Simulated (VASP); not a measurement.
# InTe4 (Im-3m) in VASP: further runs

The runs below take InTe4 through single point, relaxation of cell and atoms, with PBE.

Program: VASP 6.6.1. These are calculated values, not measurements. Logs are shortened: lines on timing, memory, paths and dates and some standing lists are left out, and cuts for length are marked.

### Step 1. The cell of the first run

The structure is cubic, space group Im-3m (No. 229). The conventional cell has a = 6.783 Å, b = 6.783 Å, c = 6.783 Å, α = 90.00°, β = 90.00°, γ = 90.00°. In (site symmetry m-3m) has 8 Te at 2.94 Å within 3.9 Å. Within 3.9 Å of Te (site symmetry -3m) lie 2 In at 2.94 Å and 6 Te at 3.39 Å.

The cell was generated, and may not be a known phase.

### Step 2. Single point, PBE

Input file INCAR:

```
SYSTEM = InTe4
  PREC = Accurate
  ENCUT = 520
  EDIFF = 1E-7
  ISMEAR = 0
  SIGMA = 0.1
  LREAL = .FALSE.
  LASPH = .TRUE.
  NELM = 100
  ALGO = Normal
  ISIF = 2
  LWAVE = .FALSE.
  LCHARG = .FALSE.
  GGA = PE
  NBANDS = 26
```

Input file KPOINTS:

```
Automatic mesh
0
G
  4 4 4
  0 0 0
```

Input file POSCAR:

```
InTe4
1.0
   -3.3913338900      3.3913338900      3.3913338900
    3.3913338900     -3.3913338900      3.3913338900
    3.3913338900      3.3913338900     -3.3913338900
In Te
1 4
Direct
    0.0000000000      0.0000000000      0.0000000000
    0.5000000000      0.5000000000      0.5000000000
    0.5000000000      0.0000000000      0.0000000000
    0.0000000000      0.0000000000      0.5000000000
    0.0000000000      0.5000000000      0.0000000000
```

Potentials or basis: VASP PAW PBE potentials, release 64 (In_d, Te).

Launch:

```
$ cat potpaw_PBE.64/In_d/POTCAR potpaw_PBE.64/Te/POTCAR > POTCAR
$ mpirun -np 1 vasp_std > vasp.out
```

OUTCAR:

```text
SYSTEM = InTe4
   PREC = Accurate
   ENCUT = 520
   EDIFF = 1E-7
   ISMEAR = 0
   LREAL = .FALSE.
   LASPH = .TRUE.
   NELM = 100
   ISIF = 2
   GGA = PE

 ion  position               nearest neighbor table
   1  0.000  0.000  0.000-   2 2.94   3 2.94   4 2.94   5 2.94   4 2.94   5 2.94   3 2.94   2 2.94

   2  0.500  0.500  0.500-   1 2.94   1 2.94   4 3.39   5 3.39   3 3.39   5 3.39   4 3.39   3 3.39

   3  0.500  0.000  0.000-   1 2.94   1 2.94   4 3.39   5 3.39   2 3.39   2 3.39   4 3.39   5 3.39

   4  0.000  0.000  0.500-   1 2.94   1 2.94   3 3.39   5 3.39   2 3.39   5 3.39   3 3.39   2 3.39

   5  0.000  0.500  0.000-   1 2.94   1 2.94   3 3.39   4 3.39   2 3.39   4 3.39   2 3.39   3 3.39

  LATTYP: Found a body centered cubic cell.
 ALAT       =     6.7826677800

  Lattice vectors:

 A1 = (  -3.3913338900,   3.3913338900,   3.3913338900)
 A2 = (   3.3913338900,  -3.3913338900,   3.3913338900)
 A3 = (   3.3913338900,   3.3913338900,  -3.3913338900)

Analysis of symmetry for initial positions (statically):
=====================================================================
 Subroutine PRICEL returns:
 Original cell was already a primitive cell.

 Routine SETGRP: Setting up the symmetry group for a
 body centered cubic supercell.

 Subroutine GETGRP returns: Found 48 space group operations
 (whereof 48 operations were pure point group operations)
 out of a pool of 48 trial point group operations.

The static configuration has the point symmetry O_h .

Analysis of symmetry for dynamics (positions and initial velocities):
=====================================================================
 Subroutine PRICEL returns:
 Original cell was already a primitive cell.

 Routine SETGRP: Setting up the symmetry group for a
 body centered cubic supercell.

 Subroutine GETGRP returns: Found 48 space group operations
 (whereof 48 operations were pure point group operations)
 out of a pool of 48 trial point group operations.

The dynamic configuration has the point symmetry O_h .

 Subroutine INISYM returns: Found 48 space group operations
 (whereof 48 operations are pure point group operations),
 and found     1 'primitive' translations

----------------------------------------------------------------------------------------

                                     Primitive cell

  volume of cell :     156.0169

  direct lattice vectors                    reciprocal lattice vectors
    -3.391333890  3.391333890  3.391333890     0.000000000  0.147434613  0.147434613
     3.391333890 -3.391333890  3.391333890     0.147434613  0.000000000  0.147434613
     3.391333890  3.391333890 -3.391333890     0.147434613  0.147434613  0.000000000

  length of vectors
     5.873962603  5.873962603  5.873962603     0.208504029  0.208504029  0.208504029

  position of ions in fractional coordinates (direct lattice)
     0.000000000  0.000000000  0.000000000
     0.500000000  0.500000000  0.500000000
     0.500000000  0.000000000  0.000000000
     0.000000000  0.000000000  0.500000000
     0.000000000  0.500000000  0.000000000

  ion indices of the primitive-cell ions
   primitive index   ion index
                 1           1
                 2           2
                 3           3
                 4           4
                 5           5

----------------------------------------------------------------------------------------

 KPOINTS: Automatic mesh

Automatic generation of k-mesh.
 Grid dimensions read from file:
 generate k-points for:    4    4    4

 Generating k-lattice:

  Cartesian coordinates                     Fractional coordinates (reciprocal lattice)
     0.000000000  0.036858653  0.036858653     0.250000000  0.000000000  0.000000000
     0.036858653  0.000000000  0.036858653     0.000000000  0.250000000  0.000000000
     0.036858653  0.036858653  0.000000000     0.000000000  0.000000000  0.250000000

  Length of vectors
     0.052126007  0.052126007  0.052126007

  Shift w.r.t. Gamma in fractional coordinates (k-lattice)
     0.000000000  0.000000000  0.000000000

 Subroutine IBZKPT returns following result:
 ===========================================

 Found      8 irreducible k-points:

 Following reciprocal coordinates:
            Coordinates               Weight
  0.000000  0.000000  0.000000      1.000000
  0.250000  0.000000  0.000000     12.000000
  0.500000  0.000000  0.000000      6.000000
  0.250000  0.250000  0.000000     24.000000
  0.250000  0.250000  0.250000      2.000000
 -0.250000  0.250000  0.250000      6.000000
  0.500000  0.500000  0.250000     12.000000
  0.500000  0.500000  0.500000      1.000000
   k-points           NKPTS =      8   k-points in BZ     NKDIM =      8   number of bands    NBANDS=     26
   number of dos      NEDOS =    301   number of ions     NIONS =      5
   total plane-waves  NPLWV = 110592
   dimension x,y,z NGX =    48 NGY =   48 NGZ =   48
   dimension x,y,z NGXF=    96 NGYF=   96 NGZF=   96
   ions per type =               1   4
   NGX,Y,Z   is equivalent  to a cutoff of  13.59, 13.59, 13.59 a.u.
   NGXF,Y,Z  is equivalent  to a cutoff of  27.17, 27.17, 27.17 a.u.
 SYSTEM =  InTe4
   PREC   = accura    normal or accurate (medium, high low for compatibility)
   ISTART =      0    job   : 0-new  1-cont  2-samecut
   ICHARG =      2    charge: 1-file 2-atom 10-const
   ISPIN  =      1    spin polarized calculation?
   LNONCOLLINEAR =      F non collinear calculations
   LSORBIT =      F    spin-orbit coupling
   LASPH  =      T    aspherical Exc in radial PAW
   ENCUT  =  520.0 eV  38.22 Ry    6.18 a.u.  10.92 10.92 10.92*2*pi/ulx,y,z
   NELM   =    100;   NELMIN=  2; NELMDL= -5     # of ELM steps
   EDIFF  = 0.1E-06   stopping-criterion for ELM
   LREAL  =      F    real-space projection
   EDIFFG = 0.1E-05   stopping-criterion for IOM
   NSW    =      0    number of steps for IOM
   IBRION =     -1    ionic relax: 0-MD 1-quasi-New 2-CG
   NFREE  =      0    steps in history (QN), initial steepest desc. (CG)
   ISIF   =      2    stress and relaxation
   ISYM   =      2    0-nonsym 1-usesym 2-fastsym
   POTIM  = 0.5000    time-step for ionic-motion
   TEBEG  =    0.0;   TEEND  =   0.0 temperature during run
   PSTRESS=    0.0 pullay stress
   NELECT =      37.0000    total number of electrons
   NUPDOWN=      -1.0000    fix difference up-down
   EMIN   =  10.00;   EMAX   =-10.00  energy-range for DOS
   EFERMI =   0.00;   METHOD = LEGACY
   ISMEAR =     0;   SIGMA  =   0.10  broadening in eV -4-tet -1-fermi 0-gaus
   EFERMI_NEDOS =   21; number of points for ismear=-14 and -15
   IALGO  =     38    algorithm
   IMIX   =      4    mixing-type and parameters
     AMIX     =   0.40;   BMIX     =  1.00
     AMIX_MAG =   1.60;   BMIX_MAG =  1.00
  volume/ion in A,a.u.               =      31.20       210.57
  Fermi-wavevector in a.u.,A,eV,Ry     =   1.013331  1.914919 13.971015  1.026841
  Thomas-Fermi vector in A             =   2.146494
   LORBIT       =      0    0 simple, 1 ext, 2 COOP (PROOUT), +10 PAW based schemes
   GGA     = PE    functional components
   LHFCALC =     F    Hartree Fock is set to
   AEXX    =    0.0000 exact exchange contribution
   IVDW    =     0    specifies the selected vdW correction
   LEPSILON=     F    determine dielectric tensor
   LRPA    =     F    only Hartree local field effects (RPA)
 non-spin polarized calculation
 Gauss-broadening in eV      SIGMA  =   0.10
  energy-cutoff  :      520.00
  volume of cell :      156.02
 maximum number of plane-waves:      4240
 NGX is ok and might be reduce to    48
   NGX = 21   NGY = 21   NGZ = 21

 number of electron      37.0000001 magnetization

 Free energy of the ion-electron system (eV)
  ---------------------------------------------------
  ext. energy  EPLUGINS =         0.00000000
  ---------------------------------------------------
  free energy    TOTEN  =       -13.62385558 eV

  energy without entropy =      -13.58972719  energy(sigma->0) =      -13.60679139

 E-fermi :   6.6105     XC(G=0):  -9.3590

 val. band max:        6.4988562790   @ k =   0.5000   0.5000   0.2500
 cond. band min:       6.6236529527   @ k =   0.2500   0.2500   0.0000
 fundamental gap:      0.1247966737
 Fermi energy:         6.6105484583

 k-point     1 :       0.0000    0.0000    0.0000
  band No.  band energies     occupation
      1      -8.5050      2.00000
      2      -8.5050      2.00000
      3      -8.5050      2.00000
      4      -8.3392      2.00000
      5      -8.3392      2.00000
      6      -6.8373      2.00000
[... 18 lines left out ...]
     25      11.4282      0.00000
     26      11.9646      0.00000

 k-point     2 :       0.2500    0.0000    0.0000
  band No.  band energies     occupation
      1      -8.5078      2.00000
      2      -8.4969      2.00000
      3      -8.4791      2.00000
      4      -8.3412      2.00000
      5      -8.3410      2.00000
      6      -6.5173      2.00000
[... 18 lines left out ...]
     25      11.8202      0.00000
     26      12.0887      0.00000

 k-point     3 :       0.5000    0.0000    0.0000
  band No.  band energies     occupation
      1      -8.5106      2.00000
      2      -8.4901      2.00000
      3      -8.4521      2.00000
      4      -8.3432      2.00000
      5      -8.3428      2.00000
      6      -5.7025      2.00000
[... 18 lines left out ...]
     25      12.1785      0.00000
     26      12.3626      0.00000

 k-point     4 :       0.2500    0.2500    0.0000
  band No.  band energies     occupation
      1      -8.5045      2.00000
      2      -8.4850      2.00000
      3      -8.4632      2.00000
      4      -8.3431      2.00000
      5      -8.3429      2.00000
      6      -5.9102      2.00000
[... 18 lines left out ...]
     25      11.2943      0.00000
     26      11.8193      0.00000

 k-point     5 :       0.2500    0.2500    0.2500
  band No.  band energies     occupation
      1      -8.4861      2.00000
      2      -8.4861      2.00000
      3      -8.4861      2.00000
      4      -8.3428      2.00000
      5      -8.3428      2.00000
      6      -5.3759      2.00000
[... 18 lines left out ...]
     25      11.4923      0.00000
     26      13.1765      0.00000

 k-point     6 :      -0.2500    0.2500    0.2500
  band No.  band energies     occupation
      1      -8.4839      2.00000
      2      -8.4839      2.00000
      3      -8.4787      2.00000
      4      -8.3435      2.00000
      5      -8.3431      2.00000
      6      -6.2326      2.00000
[... 18 lines left out ...]
     25      11.0267      0.00000
     26      11.0633      0.00000

 k-point     7 :       0.5000    0.5000    0.2500
  band No.  band energies     occupation
      1      -8.4835      2.00000
      2      -8.4720      2.00000
      3      -8.4533      2.00000
      4      -8.3455      2.00000
      5      -8.3453      2.00000
      6      -5.5277      2.00000
[... 18 lines left out ...]
     25      11.2669      0.00000
     26      12.7538      0.00000

 k-point     8 :       0.5000    0.5000    0.5000
  band No.  band energies     occupation
      1      -8.4545      2.00000
      2      -8.4545      2.00000
      3      -8.4545      2.00000
      4      -8.3478      2.00000
      5      -8.3478      2.00000
      6      -5.3027      2.00000
[... 18 lines left out ...]
     25       9.3839      0.00000
     26      13.2866      0.00000

------------------------ aborting loop because EDIFF is reached ----------------------------------------

  FORCE on cell =-STRESS in cart. coord.  units (eV):
  Direction    XX          YY          ZZ          XY          YZ          ZX
  --------------------------------------------------------------------------------------
  -------------------------------------------------------------------------------------
  Total        5.4772251      5.4772251      5.4772251      0.0000000      0.0000000     -0.0000000
  in kB       56.2470220     56.2470220     56.2470220      0.0000000      0.0000000     -0.0000000
  external PRESSURE =      56.2470220 kB  Pullay stress =       0.0000000 kB

 VOLUME and BASIS-vectors are now :
 -----------------------------------------------------------------------------
  energy-cutoff  :      520.00
  volume of cell :      156.02
      direct lattice vectors                 reciprocal lattice vectors
    -3.391333890  3.391333890  3.391333890     0.000000000  0.147434613  0.147434613
     3.391333890 -3.391333890  3.391333890     0.147434613  0.000000000  0.147434613
     3.391333890  3.391333890 -3.391333890     0.147434613  0.147434613  0.000000000

 POSITION                                       TOTAL-FORCE (eV/Angst)
 -----------------------------------------------------------------------------------
      0.00000      0.00000      0.00000        -0.000000     -0.000000      0.000000
      1.69567      1.69567      1.69567        -0.000000     -0.000000      0.000000
     -1.69567      1.69567      1.69567         0.000000      0.000000      0.000000
      1.69567      1.69567     -1.69567        -0.000000     -0.000000     -0.000000
      1.69567     -1.69567      1.69567         0.000000      0.000000     -0.000000
 -----------------------------------------------------------------------------------
    total drift:                                0.000000      0.000000     -0.000000

  FREE ENERGIE OF THE ION-ELECTRON SYSTEM (eV)
  ---------------------------------------------------
  free  energy   TOTEN  =       -13.6238555779 eV

  energy  without entropy=      -13.5897271946  energy(sigma->0) =      -13.60679139
```

Wall time 81 s (1 thread of Intel Xeon 8259CL, shared host); peak memory 0.33 GiB.

What came out:

```yaml
Free_energy: -13.6239 eV
Pressure: 5.6 GPa
Band_gap_on_the_k_mesh: zero (an odd number of electrons rules out a gap without spin polarisation)
```

Caveat: the cell stands under pressure; spin-orbit coupling is left out, which moves the levels of the heavy elements.

(Continued in part 2 of 2.)

The gap in the log of VASP goes by the Fermi energy; the results here count the filled bands.